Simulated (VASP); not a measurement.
# GaN (zincblende type) (F-43m) in VASP: a series of runs, part 2 of 2

VASP 6.6.1.

**3. Relaxation of cell and atoms, LDA**

This run uses another cell than the first one, of 10.18 Å³/atom, 0.921 times its volume.

File INCAR:

```
  ALGO = Normal
  EDIFF = 1E-6
  EDIFFG = -0.005
  ENCUT = 600
  GGA = CA
  IBRION = 2
  ISIF = 3
  ISMEAR = -1
  LASPH = T
  LCHARG = F
  LREAL = F
  LWAVE = F
  NELM = 60
  NSW = 60
  PREC = Accurate
  SIGMA = 0.05
```

File KPOINTS:

```
k-points
0
Gamma
  17 17 17
```

File POSCAR:

```
GaN
1.0
    0.0000000000      2.1670925389      2.1670925389
    2.1670925389      0.0000000000      2.1670925389
    2.1670925389      2.1670925389      0.0000000000
Ga N
1 1
Direct
    0.0000000000      0.0000000000      0.0000000000
    0.2500000000      0.2500000000      0.2500000000
```

Potentials or basis: VASP PAW LDA potentials, release 64 (Ga_d, N).

Command:

```bash
$ cat potpaw_LDA.64/Ga_d/POTCAR potpaw_LDA.64/N/POTCAR > POTCAR
$ mpirun -np 1 vasp_std > vasp.out
```

OUTCAR:

```text
EDIFF = 1E-6
   EDIFFG = -0.005
   ENCUT = 600
   GGA = CA
   IBRION = 2
   ISIF = 3
   ISMEAR = -1
   LASPH = T
   LREAL = F
   NELM = 60
   NSW = 60
   PREC = Accurate

 ion  position               nearest neighbor table
   1  0.000  0.000  0.000-   2 1.88   2 1.88   2 1.88   2 1.88
   2  0.250  0.250  0.250-   1 1.88   1 1.88   1 1.88   1 1.88

  LATTYP: Found a face centered cubic cell.
 ALAT       =     4.3341850778

  Lattice vectors:

 A1 = (   0.0000000000,   2.1670925389,   2.1670925389)
 A2 = (   2.1670925389,   0.0000000000,   2.1670925389)
 A3 = (   2.1670925389,   2.1670925389,   0.0000000000)

Analysis of symmetry for initial positions (statically):
=====================================================================
 Subroutine PRICEL returns:
 Original cell was already a primitive cell.

 Routine SETGRP: Setting up the symmetry group for a
[... 330 lines left out ...]
  band No.  band energies     occupation
      1     -10.7014      2.00000
      2      -8.2243      2.00000
      3      -8.2243      2.00000
      4      -8.2243      2.00000
      5      -7.8756      2.00000
      6      -7.8756      2.00000
      7       5.3599      2.00000
      8       5.3599      2.00000
      9       5.3599      2.00000
     10       7.2985      0.00000
     11      15.6535      0.00000
     12      15.6535      0.00000
     13      15.6535      0.00000
[... 354 lines left out ...]
  band No.  band energies     occupation
      1     -10.4535      2.00000
      2      -8.1970      2.00000
      3      -8.1886      2.00000
      4      -8.1328      2.00000
      5      -7.8854      2.00000
      6      -7.8693      2.00000
      7       3.5272      2.00000
      8       4.8723      2.00000
      9       5.2342      2.00000
     10       8.7044      0.00000
     11      14.7435      0.00000
     12      15.9572      0.00000
     13      15.9625      0.00000

 [... further k-points ...]
[... 5 lines left out ...]
  --------------------------------------------------------------------------------------
  -------------------------------------------------------------------------------------
  Total        0.0058688      0.0058688      0.0058688      0.0000000      0.0000000      0.0000000
  in kB        0.4230734      0.4230734      0.4230734      0.0000000      0.0000000      0.0000000
  external PRESSURE =       0.4230734 kB  Pullay stress =       0.0000000 kB
[... 17 lines left out ...]
  FREE ENERGIE OF THE ION-ELECTRON SYSTEM (eV)
  ---------------------------------------------------
  free  energy   TOTEN  =       -13.9428272533 eV

  energy  without entropy=      -13.9428272532  energy(sigma->0) =      -13.94282725

 reached required accuracy - stopping structural energy minimisation
```

CONTCAR:

```text
GaN
   1.00000000000000
     0.0000000000000000    2.2315424592298911    2.2315424592298911
     2.2315424592298911   -0.0000000000000000    2.2315424592298911
     2.2315424592298911    2.2315424592298911   -0.0000000000000000
  Ga              N
     1     1
Direct
     0.0000000000000000    0.0000000000000000    0.0000000000000000
     0.2500000000000000    0.2500000000000000    0.2500000000000000

  0.00000000E+00  0.00000000E+00  0.00000000E+00
  0.00000000E+00  0.00000000E+00  0.00000000E+00
```

It took 54 s on 1 thread of Intel Xeon Platinum 8488C (Sapphire Rapids), shared host; peak memory 0.18 GiB.

What came out:

```yaml
Free_energy: -13.9428 eV
Relaxed_volume: 11.11 Å³/atom
Relaxed_cell: a = 3.156 Å, b = 3.156 Å, c = 3.156 Å, α = 60.00°, β = 60.00°, γ = 60.00°
Space_group_after_relaxing_to_0.05_Å: F-43m (No. 216)
Energy_gained_by_relaxing: 57.9 meV/atom
Ionic_steps: 5
Pressure_after_relaxing: 0.0 GPa
Band_gap_on_the_k_mesh: 1.94 eV, direct
```

The path:
```
step  energy change (eV)  largest force (eV/Å)  pressure (GPa)  volume (Å³)
   1              0.0000                0.0000           21.30        20.35
   2              0.0168                0.0000          -16.19        24.61
   3             -0.1158                0.0000           -0.32        22.26
   4             -0.1159                0.0000            0.08        22.23
   5             -0.1159                0.0000            0.04        22.23
```

Final structure:
```cif
data_structure
_symmetry_space_group_name_H-M 'P 1'
_symmetry_Int_Tables_number 1
_cell_length_a 3.1559
_cell_length_b 3.1559
_cell_length_c 3.1559
_cell_angle_alpha 60.000
_cell_angle_beta 60.000
_cell_angle_gamma 60.000
_cell_volume 22.23
loop_
_atom_site_label
_atom_site_type_symbol
_atom_site_fract_x
_atom_site_fract_y
_atom_site_fract_z
_atom_site_occupancy
Ga1 Ga 0.00000 0.00000 0.00000 1
N1 N 0.25000 0.25000 0.25000 1
```

A k mesh can miss the band edges. LDA gaps usually lie below the measured ones, often by a third to a half.

**4. Single point, LDA, collinear spin, ferrimagnetic start**

File INCAR:

```
ALGO = Normal
EDIFF = 1E-6
ENCUT = 520
ISIF = 2
ISMEAR = -1
ISPIN = 2
LASPH = T
LCHARG = T
LELF = T
LORBIT = 11
LREAL = F
LVHAR = T
LWAVE = F
MAGMOM = 2 -4
NBANDS = 20
NELM = 150
PREC = Accurate
SIGMA = 0.05
```

KPOINTS is that of step 3.

File POSCAR:

```
GaN
1.0
    0.0000000000      2.2275739840      2.2275739840
    2.2275739840      0.0000000000      2.2275739840
    2.2275739840      2.2275739840      0.0000000000
Ga N
1 1
Direct
    0.0000000000      0.0000000000      0.0000000000
    0.2500000000      0.2500000000      0.2500000000
```

Potentials or basis: VASP PAW LDA potentials, release 64 (Ga_d, N).

Command:

```bash
$ cat potpaw_LDA.64/Ga_d/POTCAR potpaw_LDA.64/N/POTCAR > POTCAR
$ mpirun -np 1 vasp_std > vasp.out
```

OUTCAR:

```text
EDIFF = 1E-6
   ENCUT = 520
   ISIF = 2
   ISMEAR = -1
   ISPIN = 2
   LASPH = T
   LORBIT = 11
   LREAL = F
   NELM = 150
   PREC = Accurate

 ion  position               nearest neighbor table
   1  0.000  0.000  0.000-   2 1.93   2 1.93   2 1.93   2 1.93
   2  0.250  0.250  0.250-   1 1.93   1 1.93   1 1.93   1 1.93

  LATTYP: Found a face centered cubic cell.
 ALAT       =     4.4551479680

  Lattice vectors:

 A1 = (   0.0000000000,   2.2275739840,   2.2275739840)
 A2 = (   2.2275739840,   0.0000000000,   2.2275739840)
 A3 = (   2.2275739840,   2.2275739840,   0.0000000000)

[... 1317 lines left out ...]

 VOLUME and BASIS-vectors are now :
 -----------------------------------------------------------------------------
  energy-cutoff  :      520.00
  volume of cell :       22.11
      direct lattice vectors                 reciprocal lattice vectors
     0.000000000  2.227573984  2.227573984    -0.224459436  0.224459436  0.224459436
     2.227573984  0.000000000  2.227573984     0.224459436 -0.224459436  0.224459436
     2.227573984  2.227573984  0.000000000     0.224459436  0.224459436 -0.224459436

 POSITION                                       TOTAL-FORCE (eV/Angst)
 -----------------------------------------------------------------------------------
      0.00000      0.00000      0.00000         0.000000      0.000000      0.000000
      1.11379      1.11379      1.11379        -0.000000     -0.000000     -0.000000
 -----------------------------------------------------------------------------------
    total drift:                                0.000002      0.000002      0.000002

  FREE ENERGIE OF THE ION-ELECTRON SYSTEM (eV)
  ---------------------------------------------------
  free  energy   TOTEN  =       -13.9438230801 eV

  energy  without entropy=      -13.9438230800  energy(sigma->0) =      -13.94382308

 total charge

# of ion       s       p       d       tot
------------------------------------------
    1        0.805   0.952  10.198  11.955
    2        1.209   2.512   0.000   3.721
--------------------------------------------------
tot          2.014   3.465  10.198  15.677

 magnetization (x)

# of ion       s       p       d       tot
------------------------------------------
    1        0.000   0.000  -0.000   0.000
    2        0.000   0.000   0.000   0.000
--------------------------------------------------
tot          0.000   0.000  -0.000   0.000
```

OSZICAR:

```text
N       E                     dE             d eps       ncg     rms          rms(c)
DAV:   1     0.103870089130E+03    0.10387E+03   -0.85990E+03 15784   0.163E+03
DAV:   2    -0.174813548765E+01   -0.10562E+03   -0.96469E+02 13604   0.332E+02
DAV:   3    -0.103012748142E+02   -0.85531E+01   -0.84662E+01 15356   0.696E+01
DAV:   4    -0.104041430044E+02   -0.10287E+00   -0.10282E+00 14768   0.783E+00
DAV:   5    -0.104049904788E+02   -0.84747E-03   -0.84746E-03 15016   0.717E-01    0.211E+01
DAV:   6    -0.137339957747E+02   -0.33290E+01   -0.33593E+00 19324   0.421E+01    0.627E+00
DAV:   7    -0.139499410987E+02   -0.21595E+00   -0.49144E-01 16712   0.110E+01    0.268E+00
DAV:   8    -0.139550009729E+02   -0.50599E-02   -0.24559E-02 17504   0.267E+00    0.106E+00
DAV:   9    -0.139450545120E+02    0.99465E-02   -0.13482E-02 15476   0.913E-01    0.554E-01
DAV:  10    -0.139438286979E+02    0.12258E-02   -0.78563E-04 15808   0.490E-01    0.137E-01
DAV:  11    -0.139438135551E+02    0.15143E-04   -0.13940E-04 18208   0.216E-01    0.697E-02
DAV:  12    -0.139438247066E+02   -0.11151E-04   -0.25112E-05 15468   0.479E-02    0.200E-02
DAV:  13    -0.139438230332E+02    0.16734E-05   -0.67063E-06 16660   0.493E-02    0.836E-03
DAV:  14    -0.139438230801E+02   -0.46882E-07   -0.69055E-07  8976   0.876E-03
   1 F= -.13943823E+02 E0= -.13943823E+02  d E =-.307309E-10  mag=    -0.0000
```

Run time: 61 s. Hardware: 1 thread of Intel Xeon Platinum 8488C (Sapphire Rapids), shared host; peak memory 0.22 GiB.

Results:

```yaml
Free_energy: -13.9438 eV
Pressure: 1.1 GPa
Band_gap_on_the_k_mesh: 1.97 eV, direct
Net_moment: 0.00 μB per cell
Valence_electrons_inside_the_program's_atomic_spheres: Ga 11.96; N 3.72
```

Levels at points of the mesh, in eV from the valence-band top:
Spin up:
| k point | band 5 | band 6 | band 7 | band 8 | band 9 | band 10 | band 11 | band 12 | band 13 | band 14 |
| --- | --- | --- | --- | --- | --- | --- | --- | --- | --- | --- |
| (0.00, 0.00, 0.00) | -13.24 | -13.24 | 0.00 | 0.00 | 0.00 | 1.97 | 10.33 | 10.33 | 10.33 | 17.77 |
Spin down:
| k point | band 7 | band 8 | band 9 | band 10 | band 11 | band 12 |
| --- | --- | --- | --- | --- | --- | --- |
| (0.00, 0.00, 0.00) | 0.00 | 0.00 | 0.00 | 1.97 | 10.33 | 10.33 |

**5. Summary**

| task | spin | cell | cutoff (eV) | gap on the mesh (eV) | pressure (GPa) |
| --- | --- | --- | --- | --- | --- |
| single point | off | a = 3.150 Å, angles 60.0°, 2 atoms | 520 | 1.97 | 1.2 |
| relaxation of cell and atoms | off | relaxed from a = 3.065 Å, angles 60.0°, 2 atoms | 600 | 1.94 | 0.0 |
| single point | collinear, ferrimagnetic start | a = 3.150 Å, angles 60.0°, 2 atoms | 520 | 1.97 | 1.1 |

Alike in all rows: level LDA; potentials or basis VASP PAW LDA potentials, release 64 (Ga_d, N); k mesh 17 × 17 × 17; smearing fermi-dirac 0.05 eV.

Total energies depend on the potentials used, so only differences within one code and one set of settings carry meaning.
